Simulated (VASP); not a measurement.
Runs of VASP 6.6.1 on GaSe4. The structure is that of space group P-3m1 (No. 164), or close to it. The cells are those of the table. 

```csv
task,cell,k mesh,cutoff (eV),smearing,gap on the mesh (eV),pressure (GPa),relaxed volume (Å³/atom),largest force (eV/Å)
single point,"a = 3.741, b = 3.741, c = 9.036 Å, angles 90.0, 90.0, 120.0°, 5 atoms",12 × 12 × 4,520,gaussian 0.1 eV,none,0.1,-,0.01
single point,"a = 3.786, b = 3.786, c = 8.857 Å, angles 90.0, 90.0, 120.0°, 5 atoms",5 × 5 × 2,520,gaussian 0.2 eV,none,0.3,-,(a)
relaxation of cell and atoms,"relaxed from a = 3.485, b = 3.485, c = 11.204 Å, angles 90.0, 90.0, 120.0°, 5 atoms",5 × 5 × 2,600,gaussian 0.2 eV,none,0.2,22.02,0.05
relaxation of cell and atoms,"relaxed from a = 3.786, b = 3.786, c = 8.857 Å, angles 90.0, 90.0, 120.0°, 5 atoms",12 × 12 × 4,600,gaussian 0.1 eV,none,0.0,(b),-
```

Alike in all rows: level PBE; potentials or basis VASP PAW PBE potentials, release 64 (Ga_d, Se); no spin polarisation.

**Question.** Estimate the missing entries.

**Answer.** (a) 0.04; (b) 21.91.

Caveats: some runs use coarse meshes; the relaxation stopped at a loose force limit of 0.08 eV/Å, so its end isn't a converged minimum (some runs).

A k mesh can miss the band edges, and the runs leave out spin-orbit coupling on Ga, Se.

A gap of «none» marks levels without a gap at the run's occupations.
